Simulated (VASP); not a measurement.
# FeGe (B20): single point with PBE

FeGe (B20):

```xyz
8
Lattice="4.7460 0.0000 0.0000 0.0000 4.7460 0.0000 0.0000 0.0000 4.7460" Properties=species:S:1:pos:R:3 pbc="T T T"
Fe    0.6088    0.6088    0.6088
Fe    1.7642    4.1372    2.9818
Fe    2.9818    1.7642    4.1372
Fe    4.1372    2.9818    1.7642
Ge    3.9683    3.9683    3.9683
Ge    3.1508    0.7777    1.5953
Ge    1.5953    3.1508    0.7777
Ge    0.7777    1.5953    3.1508
```

This cell differs from its parent crystal: volume scaled by 1.03.

```json
{
 "Program": "VASP 6.6.1",
 "Task": "single point",
 "Functional": "PBE",
 "Potentials or basis": "VASP PAW PBE potentials, release 64 (Fe, Ge_d)",
 "Cutoff": "520 eV",
 "k mesh": "10 × 10 × 10",
 "Occupations": "gaussian, width 0.03 eV",
 "Spin": "no spin polarisation",
 "Dipole correction": "no",
 "Further INCAR settings": "ALGO = Normal; EDIFF = 1e-07; NBANDS = 54"
}
```

```
Pressure               : -9.3 GPa
Largest force          : 0.022 eV/Å
Band gap on the k mesh : 0.10 eV, indirect (least direct gap 0.13 eV)
```

Forces on the atoms (eV/Å):
```
Fe   0.013  0.013  0.013
Fe  -0.013 -0.013  0.013
Fe   0.013 -0.013 -0.013
Fe  -0.013  0.013 -0.013
Ge   0.002  0.002  0.002
Ge  -0.002 -0.002  0.002
Ge   0.002 -0.002 -0.002
Ge  -0.002  0.002 -0.002
```

Levels at points of the mesh, in eV from the valence-band top:
```tsv
k point	band 41	band 42	band 43	band 44	band 45	band 46	band 47	band 48
(0.00, 0.00, 0.00)	-0.22	-0.22	-0.04	-0.04	0.39	0.39	0.39	2.11
(0.50, 0.00, 0.00)	-0.29	-0.29	-0.02	-0.02	0.13	0.13	1.35	1.35
(0.50, 0.50, 0.00)	-0.80	-0.80	-0.27	-0.27	0.51	0.51	0.86	0.86
(0.50, 0.50, 0.50)	-0.45	-0.45	-0.45	-0.45	0.34	0.34	0.34	0.34
```

Wall time 12 min on 1 thread of AMD EPYC 7R13 (shared host), peak memory 0.41 GiB.

 Spin polarisation is off, so any magnetic state and its effect on volume and gap are missing.
